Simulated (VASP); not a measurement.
Input of a VASP 6.6.1 run:

INCAR

```
SYSTEM = SiO2
ALGO = Normal
EDIFF = 1E-6
ENCUT = 520
GGA = PE
ISIF = 2
ISMEAR = 0
LASPH = .True.
LCHARG = .True.
LELF = .True.
LREAL = .False.
LVHAR = .True.
LWAVE = .False.
NBANDS = 25
NELM = 100
PREC = Accurate
SIGMA = 0.05
```

Contents of KPOINTS:

```
k-points
0
Gamma
  6 6 8
  0 0 0
```

The input POSCAR:

```
SiO2
1.0
    4.2358788249      0.0000000000      0.0000000000
    0.0000000000      4.2358788249      0.0000000000
    0.0000000000      0.0000000000      2.9319000000
Si O
2 4
Direct
    0.5000000000      0.5000000000      0.5000000000
    0.0000000000      0.0000000000      0.0000000000
    0.6930127928      0.6930127928      0.0000000000
    0.1930127928      0.8069872072      0.5000000000
    0.3069872072      0.3069872072      0.0000000000
    0.8069872072      0.1930127928      0.5000000000
```

Potentials or basis: VASP PAW PBE potentials, release 64 (Si, O).

The run is started by

```console
$ cat potpaw_PBE.64/Si/POTCAR potpaw_PBE.64/O/POTCAR > POTCAR
$ mpirun -np 1 vasp_std > vasp.out
```

(1) Predict the largest force.

(2) What does it give for the band gap on the k mesh?

(3) Predict the pressure.

## Answers

(1) 0.286 eV/Å.

(2) 3.26 eV.

(3) -23.3 GPa.

Caveat: the cell stands under tension.
